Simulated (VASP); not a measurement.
Input of a VASP 6.6.1 run:

The input POSCAR:

```
Li2Se
1.0
    0.0000000000      2.9935210596      2.9935210596
    2.9935210596      0.0000000000      2.9935210596
    2.9935210596      2.9935210596      0.0000000000
Se Li
1 2
Direct
    0.0000000000      0.0000000000      0.0000000000
    0.2500000000      0.2500000000      0.2500000000
    0.7500000000      0.7500000000      0.7500000000
```

Contents of INCAR.step1:

```
SYSTEM = Li2Se
PREC     = Accurate       ! precision mode
ENCUT    = 650            ! plane-wave cutoff, eV
EDIFF    = 1E-5           ! SCF threshold, eV
ISMEAR   = 0              ! smearing method
SIGMA    = 0.01           ! smearing width, eV
LREAL    = .FALSE.        ! projectors in reciprocal space
LASPH    = .TRUE.         ! aspherical terms in the spheres
NELM     = 120            ! most SCF steps
ALGO     = Normal         ! electronic algorithm
ISIF     = 2              ! what is computed and relaxed
LWAVE    = .TRUE.         ! write WAVECAR
LCHARG   = .FALSE.        ! write CHGCAR
NBANDS   = 13             ! bands
GGA      = PE             ! functional
GGA_COMPAT= .FALSE.
```

INCAR.step2

```
SYSTEM = Li2Se
PREC     = Accurate       ! precision mode
ENCUT    = 650            ! plane-wave cutoff, eV
EDIFF    = 1E-6           ! SCF threshold, eV
ISMEAR   = 0              ! smearing method
SIGMA    = 0.01           ! smearing width, eV
LREAL    = .FALSE.        ! projectors in reciprocal space
LASPH    = .TRUE.         ! aspherical terms in the spheres
NELM     = 120            ! most SCF steps
ALGO     = Normal         ! electronic algorithm
ISIF     = 2              ! what is computed and relaxed
LWAVE    = .FALSE.        ! write WAVECAR
LCHARG   = .FALSE.        ! write CHGCAR
GGA      = PE             ! functional
LHFCALC  = .TRUE.         ! exact exchange
AEXX     = 0.2            ! exact-exchange fraction
HFSCREEN = 0.2078         ! screening, 1/A
PRECFOCK = Normal       
NBANDS   = 13             ! bands
ISTART   = 1            
GGA_COMPAT= .FALSE.
```

The input KPOINTS:

```
regular mesh
0
G
  4 4 4
  0 0 0
```

Potentials or basis: VASP PAW PBE potentials, release 64 (Se, Li_sv).

Launch:

```bash
$ cat potpaw_PBE.64/Se/POTCAR potpaw_PBE.64/Li_sv/POTCAR > POTCAR
$ cp INCAR.step1 INCAR
$ mpirun -np 1 vasp_std > vasp.out
$ cp INCAR.step2 INCAR
$ mpirun -np 1 vasp_std > vasp.out
```

(1) Estimate the pressure.

(2) Predict the band gap on the k mesh.

## Answers

(1) -0.3 GPa.

(2) 3.65 eV (least direct gap 4.20 eV).

Caveat: the k points lie up to 0.45 Å⁻¹ apart; the PAW data sets were made with another functional, which shifts forces and pressure a little.
